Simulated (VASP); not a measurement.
Set up this calculation in VASP 6.6.1, as the native input.

```yaml
Task: single point
Functional: LDA
Potentials_or_basis: VASP PAW LDA potentials, release 64 (B)
Cutoff: 520 eV
k_mesh: 19 × 19 × 19
Occupations: fermi-dirac, width 0.1 eV
Spin: no spin polarisation
Dipole_correction: no
Further_INCAR_settings: ALGO = Normal; EDIFF = 1e-06; NBANDS = 8
```

The structure of B lies in POSCAR:

```
B
1.0
    1.8635195110      0.0000000000      0.0000000000
    0.0000000000      1.8635195110      0.0000000000
    0.0000000000      0.0000000000      1.8635195110
B
1
Direct
    0.0000000000      0.0000000000      0.0000000000
```

One way to write it, as run:

INCAR

```
PREC = Accurate ; ENCUT = 520
EDIFF = 1E-6 ; ISMEAR = -1
SIGMA = 0.1 ; LREAL = False
LASPH = True ; NELM = 80
ALGO = Normal ; ISIF = 2
LWAVE = False ; LCHARG = True
GGA = CA ; LELF = True
LVHAR = True ; NBANDS = 8
```

KPOINTS

```
regular mesh
0
Gamma
  19 19 19
```

Potentials or basis: VASP PAW LDA potentials, release 64 (B).

The run is started by

```console
$ cat potpaw_LDA.64/B/POTCAR > POTCAR
$ mpirun -np 1 vasp_std > vasp.out
```

Results of the run:

- Pressure: 0.6 GPa

Run time: 3.7 s on 1 thread of Intel(R) Xeon(R) Platinum 8259CL CPU @ 2.50GHz (Skylake/Cascade Lake), on a shared host, peak memory 0.11 GiB.
